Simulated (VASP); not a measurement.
# Cs (P1) in VASP: further runs

Cs is run at these levels: PBE; tasks: single point, relaxation of cell and atoms.

All numbers are computed with VASP 6.6.1; they aren't measurements. Logs are shortened: lines on timing, memory, paths and dates and some standing lists are left out, and cuts for length are marked.

## 1. The cell of the first run

The typed cell holds 3 atoms: a = 7.282 Å, b = 8.334 Å, c = 7.462 Å, α = 79.18°, β = 82.96°, γ = 103.32°.

The cell was generated, and may not be a known phase.

## 2. Single point, PBE

Contents of INCAR:

```
SYSTEM = Cs
PREC = Accurate
ENCUT = 520
EDIFF = 1E-7
ISMEAR = 0
SIGMA = 0.1
LREAL = .False.
LASPH = .True.
NELM = 60
ALGO = Fast
ISIF = 2
LWAVE = .False.
LCHARG = .True.
GGA = PE
LELF = .True.
LVHAR = .True.
NBANDS = 20
```

Contents of KPOINTS:

```
Automatic mesh
0
Gamma
  4 2 4
  0 0 0
```

Contents of POSCAR:

```
Cs
1.0
    7.2797633741     -0.1193006434     -0.1063520112
   -1.7903642726      8.1359655445     -0.2502087780
    1.0500672427      1.8859996611      7.1430933890
Cs
3
Direct
    0.6007181910      0.1530218785      0.2608810230
    0.3423290949      0.6230843075      0.9370585024
   -0.0898577281      0.6857741189      0.4709325567
```

Potentials or basis: VASP PAW PBE potentials, release 64 (Cs_sv).

Command:

```console
$ cat potpaw_PBE.64/Cs_sv/POTCAR > POTCAR
$ mpirun -np 1 vasp_std > vasp.out
```

OUTCAR:

```text
SYSTEM = Cs
   PREC = Accurate
   ENCUT = 520
   EDIFF = 1E-7
   ISMEAR = 0
   LREAL = .False.
   LASPH = .True.
   NELM = 60
   ISIF = 2
   GGA = PE

 ion  position               nearest neighbor table
   1  0.601  0.153  0.261-
   2  0.342  0.623  0.937-
   3  0.910  0.686  0.471-

  LATTYP: Found a triclinic cell.
 ALAT       =    15.6177577402
 B/A-ratio  =     0.6253467671
 C/A-ratio  =     1.4916753095
 COS(alpha) =     0.0016594656
 COS(beta)  =     0.6172933872
 COS(gamma) =     0.7785565954

  Lattice vectors:

 A1 = (   3.3892646161,   4.2446655789, -14.6427475672)
 A2 = (   6.2296961314,  -2.0053003045,  -7.2494454002)
 A3 = ( -12.9606264047,  12.6192324102, -14.6802523228)

Analysis of symmetry for initial positions (statically):
=====================================================================
 Subroutine PRICEL returns:
 Original cell was already a primitive cell.

 Routine SETGRP: Setting up the symmetry group for a
 triclinic supercell.

 Subroutine GETGRP returns: Found  1 space group operations
 (whereof  1 operations were pure point group operations)
 out of a pool of  2 trial point group operations.

The static configuration has the point symmetry C_1 .

Analysis of symmetry for dynamics (positions and initial velocities):
=====================================================================
 Subroutine PRICEL returns:
 Original cell was already a primitive cell.

 Routine SETGRP: Setting up the symmetry group for a
 triclinic supercell.

 Subroutine GETGRP returns: Found  1 space group operations
 (whereof  1 operations were pure point group operations)
 out of a pool of  2 trial point group operations.

The dynamic configuration has the point symmetry C_1 .

 Subroutine INISYM returns: Found  1 space group operations
 (whereof  1 operations are pure point group operations),
 and found     1 'primitive' translations

----------------------------------------------------------------------------------------

                                     Primitive cell

  volume of cell :     426.2791

  direct lattice vectors                    reciprocal lattice vectors
     7.279763374 -0.119300643 -0.106352011     0.137440140  0.029384513 -0.027962755
    -1.790364273  8.135965544 -0.250208778     0.001528566  0.122247865 -0.032501959
     1.050067243  1.885999661  7.143093389     0.002099860  0.004719607  0.138440557

  length of vectors
     7.281517574  8.334383241  7.462132343     0.143300933  0.126503969  0.138536898

  position of ions in fractional coordinates (direct lattice)
     0.600718191  0.153021878  0.260881023
     0.342329095  0.623084308  0.937058502
     0.910142272  0.685774119  0.470932557

  ion indices of the primitive-cell ions
   primitive index   ion index
                 1           1
                 2           2
                 3           3

----------------------------------------------------------------------------------------

 KPOINTS: Automatic mesh

Automatic generation of k-mesh.
 Grid dimensions read from file:
 generate k-points for:    4    2    4

 Generating k-lattice:

  Cartesian coordinates                     Fractional coordinates (reciprocal lattice)
     0.034360035  0.007346128 -0.006990689     0.250000000 -0.000000000  0.000000000
     0.000764283  0.061123932 -0.016250980     0.000000000  0.500000000 -0.000000000
     0.000524965  0.001179902  0.034610139    -0.000000000  0.000000000  0.250000000

  Length of vectors
     0.035825233  0.063251985  0.034634224

  Shift w.r.t. Gamma in fractional coordinates (k-lattice)
     0.000000000  0.000000000  0.000000000

 Subroutine IBZKPT returns following result:
 ===========================================

 Found     20 irreducible k-points:

 Following reciprocal coordinates:
            Coordinates               Weight
  0.000000  0.000000  0.000000      1.000000
  0.250000 -0.000000  0.000000      2.000000
  0.500000 -0.000000  0.000000      1.000000
  0.000000  0.500000  0.000000      1.000000
  0.250000  0.500000  0.000000      2.000000
  0.500000  0.500000  0.000000      1.000000
[... 12 lines left out ...]
  0.250000  0.500000  0.500000      2.000000
  0.500000  0.500000  0.500000      1.000000
   k-points           NKPTS =     20   k-points in BZ     NKDIM =     20   number of bands    NBANDS=     20
   number of dos      NEDOS =    301   number of ions     NIONS =      3
   total plane-waves  NPLWV = 193536
   dimension x,y,z NGX =    54 NGY =   64 NGZ =   56
   dimension x,y,z NGXF=   108 NGYF=  128 NGZF=  112
   ions per type =               3
   NGX,Y,Z   is equivalent  to a cutoff of  12.33, 12.77, 12.48 a.u.
   NGXF,Y,Z  is equivalent  to a cutoff of  24.66, 25.53, 24.95 a.u.
 SYSTEM =  Cs
   PREC   = accura    normal or accurate (medium, high low for compatibility)
   ISTART =      0    job   : 0-new  1-cont  2-samecut
   ICHARG =      2    charge: 1-file 2-atom 10-const
   ISPIN  =      1    spin polarized calculation?
   LNONCOLLINEAR =      F non collinear calculations
   LSORBIT =      F    spin-orbit coupling
   LASPH  =      T    aspherical Exc in radial PAW
   ENCUT  =  520.0 eV  38.22 Ry    6.18 a.u.  13.54 15.50 13.87*2*pi/ulx,y,z
   NELM   =     60;   NELMIN=  2; NELMDL= -5     # of ELM steps
   EDIFF  = 0.1E-06   stopping-criterion for ELM
   LREAL  =      F    real-space projection
   EDIFFG = 0.1E-05   stopping-criterion for IOM
   NSW    =      0    number of steps for IOM
   IBRION =     -1    ionic relax: 0-MD 1-quasi-New 2-CG
   NFREE  =      0    steps in history (QN), initial steepest desc. (CG)
   ISIF   =      2    stress and relaxation
   ISYM   =      2    0-nonsym 1-usesym 2-fastsym
   POTIM  = 0.5000    time-step for ionic-motion
   TEBEG  =    0.0;   TEEND  =   0.0 temperature during run
   PSTRESS=    0.0 pullay stress
   NELECT =      27.0000    total number of electrons
   NUPDOWN=      -1.0000    fix difference up-down
   EMIN   =  10.00;   EMAX   =-10.00  energy-range for DOS
   EFERMI =   0.00;   METHOD = LEGACY
   ISMEAR =     0;   SIGMA  =   0.10  broadening in eV -4-tet -1-fermi 0-gaus
   EFERMI_NEDOS =   21; number of points for ismear=-14 and -15
   IALGO  =     68    algorithm
   IMIX   =      4    mixing-type and parameters
     AMIX     =   0.40;   BMIX     =  1.00
     AMIX_MAG =   1.60;   BMIX_MAG =  1.00
  volume/ion in A,a.u.               =     142.09       958.89
  Fermi-wavevector in a.u.,A,eV,Ry     =   0.652576  1.233191  5.794123  0.425856
  Thomas-Fermi vector in A             =   1.722541
   LORBIT       =      0    0 simple, 1 ext, 2 COOP (PROOUT), +10 PAW based schemes
   GGA     = PE    functional components
   LHFCALC =     F    Hartree Fock is set to
   AEXX    =    0.0000 exact exchange contribution
   IVDW    =     0    specifies the selected vdW correction
   LEPSILON=     F    determine dielectric tensor
   LRPA    =     F    only Hartree local field effects (RPA)
 non-spin polarized calculation
 RMM-DIIS sequential band-by-band and
 Gauss-broadening in eV      SIGMA  =   0.10
  energy-cutoff  :      520.00
  volume of cell :      426.28
 maximum number of plane-waves:     11500
   NGX = 27   NGY = 31   NGZ = 27

 number of electron      27.0000000 magnetization

 Free energy of the ion-electron system (eV)
  ---------------------------------------------------
  ext. energy  EPLUGINS =         0.00000000
  ---------------------------------------------------
  free energy    TOTEN  =        -2.25541721 eV

  energy without entropy =       -2.24230586  energy(sigma->0) =       -2.24886153

 E-fermi :  -0.0525     XC(G=0):  -4.8510

 val. band max:       -0.0595351518   @ k =   0.5000  -0.0000   0.5000
 cond. band min:      -0.0426256850   @ k =   0.5000   0.5000   0.2500
 fundamental gap:      0.0169094668
 Fermi energy:        -0.0524808937

 k-point     1 :       0.0000    0.0000    0.0000
  band No.  band energies     occupation
      1     -24.0786      2.00000
      2     -24.0632      2.00000
      3     -24.0518      2.00000
      4     -10.9616      2.00000
      5     -10.9347      2.00000
      6     -10.9067      2.00000
[... 12 lines left out ...]
     19       1.4311      0.00000
     20       1.7299      0.00000

 k-point     2 :       0.2500   -0.0000    0.0000
  band No.  band energies     occupation
      1     -24.0773      2.00000
      2     -24.0644      2.00000
      3     -24.0519      2.00000
      4     -10.9470      2.00000
      5     -10.9301      2.00000
      6     -10.9057      2.00000
[... 12 lines left out ...]
     19       1.4317      0.00000
     20       1.5849      0.00000

 k-point     3 :       0.5000   -0.0000    0.0000
  band No.  band energies     occupation
      1     -24.0757      2.00000
      2     -24.0659      2.00000
      3     -24.0519      2.00000
      4     -10.9379      2.00000
      5     -10.9105      2.00000
      6     -10.8949      2.00000
[... 12 lines left out ...]
     19       1.5044      0.00000
     20       1.7196      0.00000

 k-point     4 :       0.0000    0.5000    0.0000
  band No.  band energies     occupation
      1     -24.0780      2.00000
      2     -24.0633      2.00000
      3     -24.0523      2.00000
      4     -10.9664      2.00000
      5     -10.9319      2.00000
      6     -10.8984      2.00000
[... 12 lines left out ...]
     19       1.5470      0.00000
     20       1.8370      0.00000

 k-point     5 :       0.2500    0.5000    0.0000
  band No.  band energies     occupation
      1     -24.0769      2.00000
      2     -24.0643      2.00000
      3     -24.0524      2.00000
      4     -10.9450      2.00000
      5     -10.9255      2.00000
      6     -10.9111      2.00000
[... 12 lines left out ...]
     19       1.6389      0.00000
     20       1.6997      0.00000

 k-point     6 :       0.5000    0.5000    0.0000
  band No.  band energies     occupation
      1     -24.0756      2.00000
      2     -24.0656      2.00000
      3     -24.0524      2.00000
      4     -10.9240      2.00000
      5     -10.9145      2.00000
      6     -10.9069      2.00000
[... 12 lines left out ...]
     19       1.5226      0.00000
     20       1.6771      0.00000

 k-point     7 :       0.0000    0.0000    0.2500
  band No.  band energies     occupation
      1     -24.0774      2.00000
      2     -24.0644      2.00000
      3     -24.0518      2.00000
      4     -10.9414      2.00000
      5     -10.9305      2.00000
      6     -10.9104      2.00000
[... 12 lines left out ...]
     19       1.5528      0.00000
     20       1.5887      0.00000
[... 185 lines left out ...]
 k-point    16 :       0.2500   -0.0000    0.5000
  band No.  band energies     occupation
      1     -24.0760      2.00000
      2     -24.0657      2.00000
      3     -24.0519      2.00000
      4     -10.9547      2.00000
      5     -10.9238      2.00000
      6     -10.9120      2.00000
[... 12 lines left out ...]
     19       1.3891      0.00000
     20       1.5818      0.00000

 k-point    17 :       0.5000   -0.0000    0.5000
  band No.  band energies     occupation
      1     -24.0760      2.00000
      2     -24.0656      2.00000
      3     -24.0520      2.00000
      4     -10.9802      2.00000
      5     -10.9261      2.00000
      6     -10.9171      2.00000
[... 12 lines left out ...]
     19       1.5193      0.00000
     20       1.5933      0.00000

 k-point    18 :       0.0000    0.5000    0.5000
  band No.  band energies     occupation
      1     -24.0757      2.00000
      2     -24.0656      2.00000
      3     -24.0523      2.00000
      4     -10.9247      2.00000
      5     -10.9097      2.00000
      6     -10.8970      2.00000
[... 12 lines left out ...]
     19       1.6081      0.00000
     20       1.6908      0.00000

 k-point    19 :       0.2500    0.5000    0.5000
  band No.  band energies     occupation
      1     -24.0757      2.00000
      2     -24.0655      2.00000
      3     -24.0523      2.00000
      4     -10.9527      2.00000
      5     -10.9412      2.00000
      6     -10.9098      2.00000
[... 12 lines left out ...]
     19       1.2525      0.00000
     20       1.6928      0.00000

 k-point    20 :       0.5000    0.5000    0.5000
  band No.  band energies     occupation
      1     -24.0758      2.00000
      2     -24.0654      2.00000
      3     -24.0524      2.00000
      4     -10.9728      2.00000
      5     -10.9556      2.00000
      6     -10.9230      2.00000
[... 12 lines left out ...]
     19       1.0524      0.00000
     20       1.5303      0.00000

------------------------ aborting loop because EDIFF is reached ----------------------------------------

  FORCE on cell =-STRESS in cart. coord.  units (eV):
  Direction    XX          YY          ZZ          XY          YZ          ZX
  --------------------------------------------------------------------------------------
  -------------------------------------------------------------------------------------
  Total        0.0480610      0.0552281     -0.2398616     -0.2465673     -0.0030598     -0.0652435
  in kB        0.1806381      0.2075759     -0.9015240     -0.9267275     -0.0115002     -0.2452188
  external PRESSURE =      -0.1711033 kB  Pullay stress =       0.0000000 kB

 VOLUME and BASIS-vectors are now :
 -----------------------------------------------------------------------------
  energy-cutoff  :      520.00
  volume of cell :      426.28
      direct lattice vectors                 reciprocal lattice vectors
     7.279763374 -0.119300643 -0.106352011     0.137440140  0.029384513 -0.027962755
    -1.790364273  8.135965544 -0.250208778     0.001528566  0.122247865 -0.032501959
     1.050067243  1.885999661  7.143093389     0.002099860  0.004719607  0.138440557

 POSITION                                       TOTAL-FORCE (eV/Angst)
 -----------------------------------------------------------------------------------
      4.37306      1.66534      1.76132        -0.006708     -0.003362     -0.013148
      2.36050      6.79584      6.50119        -0.007655     -0.002337      0.003379
      5.89235      6.35903      3.09553         0.014363      0.005698      0.009769
 -----------------------------------------------------------------------------------
    total drift:                               -0.000161     -0.000440     -0.000030

  FREE ENERGIE OF THE ION-ELECTRON SYSTEM (eV)
  ---------------------------------------------------
  free  energy   TOTEN  =        -2.2554172093 eV

  energy  without entropy=       -2.2423058598  energy(sigma->0) =       -2.24886153
```

It took 94 s on 1 thread of AMD EPYC 9R45 (Zen 5), shared host; peak memory 0.46 GiB.

What came out:

```yaml
Free_energy: -2.2554 eV
Pressure: 0.0 GPa
Largest_force: 0.018 eV/Å
Band_gap_on_the_k_mesh: zero (an odd number of electrons rules out a gap without spin polarisation)
```

Forces in eV/Å, atoms in the order of the input:
```
Cs  -0.007 -0.003 -0.013
Cs  -0.008 -0.002  0.003
Cs   0.014  0.006  0.010
```

Caveat: the k points lie up to 0.40 Å⁻¹ apart, too coarse for converged energies and pressures of a metal; spin-orbit coupling is left out, which moves the levels of the heavy elements.

## 3. Relaxation of cell and atoms, PBE

This run uses another cell than the first one, of 153.53 Å³/atom.

Contents of INCAR:

```
  PREC = Accurate
  ENCUT = 600
  EDIFF = 1E-6
  ISMEAR = 0
  SIGMA = 0.1
  LREAL = False
  LASPH = True
  NELM = 100
  ALGO = Fast
  ISIF = 3
  LWAVE = False
  LCHARG = False
  GGA = PE
  IBRION = 2
  NSW = 90
  EDIFFG = -0.04
```

Contents of KPOINTS:

```
Automatic mesh
0
Gamma
  4 2 4
```

Contents of POSCAR:

```
Cs
1.0
    7.7723505948      0.0000000000      0.0000000000
   -1.7807358415      7.9798669467      0.0000000000
    1.2644659031      2.1266243870      7.4264148309
Cs
3
Direct
    0.4597523690      0.0746066811      0.3956669443
    0.2979387063      0.6755958609      0.8580808373
    0.0954984825      0.7116777630      0.4151243005
```

Potentials or basis: VASP PAW PBE potentials, release 64 (Cs_sv).

Command:

```console
$ cat potpaw_PBE.64/Cs_sv/POTCAR > POTCAR
$ mpirun -np 1 vasp_std > vasp.out
```

It took 86 min on 1 thread of AMD EPYC 9R45 (Zen 5), shared host; peak memory 0.73 GiB.

Results (log left out):

```yaml
Free_energy: -2.2935 eV
Relaxed_volume: 150.28 Å³/atom
Relaxed_cell: a = 5.230 Å, b = 9.387 Å, c = 10.297 Å, α = 68.54°, β = 75.90°, γ = 92.86°
Space_group_after_relaxing_to_0.1_Å: P1 (No. 1)
Energy_gained_by_relaxing: 403.8 meV/atom
Ionic_steps: 23
Pressure_after_relaxing: 0.0 GPa
Largest_force_after_relaxing: 0.038 eV/Å
Band_gap_on_the_k_mesh: zero (an odd number of electrons rules out a gap without spin polarisation)
```

Forces on the atoms (eV/Å):
```
Cs   0.014 -0.022  0.018
Cs  -0.004  0.036 -0.012
Cs  -0.010 -0.014 -0.006
```

Step by step:
```tsv
step	energy change (eV)	largest force (eV/Å)	pressure (GPa)	volume (Å³)
1	0.0000	1.1834	0.63	460.60
2	-0.2425	0.7695	0.43	501.70
3	-0.5599	0.2549	-0.01	604.07
4	-0.7266	0.1831	-0.06	635.46
5	-0.7711	0.1327	-0.13	663.53
6	-0.7721	0.1532	-0.12	653.88
7	-0.7720	0.1621	-0.12	649.16
8	-0.8023	0.1657	-0.12	628.54
9	-0.8709	0.1712	-0.08	568.19
10	-0.9739	0.1865	0.06	454.12
11	-0.9764	0.1858	0.02	472.33
12	-0.9766	0.1865	0.03	465.12
13	-1.0131	0.1743	0.03	454.74
14	-1.1015	0.1197	0.09	419.68
15	-0.7856	0.2239	0.84	331.18
16	-1.1074	0.1006	0.14	408.63
17	-1.1556	0.0700	0.05	430.53
18	-1.1775	0.0638	-0.04	463.29
19	-1.1777	0.0642	-0.03	459.92
20	-1.1888	0.0549	-0.02	455.80
21	-1.2012	0.0384	0.01	446.09
22	-1.2014	0.0377	0.02	443.54
23	-1.2113	0.0382	-0.01	450.85
```

Final structure:
```yaml
crystal:
  lattice:
    - [5.16375, 0.56565, 0.60563]
    - [-1.56592, 9.23031, 0.68549]
    - [1.04295, 3.28823, 9.70230]
  atoms:
    - { symbol: Cs, position: [0.52407, 0.17743, 0.34788] }
    - { symbol: Cs, position: [0.30667, 0.63830, 0.89806] }
    - { symbol: Cs, position: [0.02245, 0.64615, 0.42293] }
```

Levels at points of the mesh, in eV from the Fermi level:
| k point | band 12 | band 13 | band 14 | band 15 | band 16 | band 17 |
| --- | --- | --- | --- | --- | --- | --- |
| (0.00, 0.00, 0.00) | -10.81 | -1.55 | 0.04 | 0.20 | 0.58 | 0.66 |
| (0.50, 0.00, 0.00) | -10.84 | 0.04 | 0.24 | 0.48 | 0.90 | 0.95 |
| (0.00, 0.50, 0.00) | -10.82 | -1.12 | -0.72 | 0.08 | 0.45 | 0.90 |
| (0.50, 0.50, 0.00) | -10.83 | 0.07 | 0.30 | 0.53 | 0.67 | 0.88 |
| (0.00, 0.00, 0.50) | -10.81 | -1.19 | -0.77 | 0.19 | 0.57 | 1.04 |
| (0.50, 0.00, 0.50) | -10.83 | 0.06 | 0.19 | 0.53 | 0.89 | 1.08 |
| (0.00, 0.50, 0.50) | -10.82 | -1.01 | -0.71 | -0.12 | 0.32 | 1.05 |
| (0.50, 0.50, 0.50) | -10.83 | 0.10 | 0.20 | 0.57 | 0.72 | 0.86 |

Caveat: the k points lie up to 0.34 Å⁻¹ apart in the final cell, too coarse for converged energies and pressures of a metal; a cell axis changed by over 15 % at a fixed basis, so the end point is rough; spin-orbit coupling is left out, which moves the levels of the heavy elements.

The gap in the log of VASP goes by the Fermi energy; the results here count the filled bands.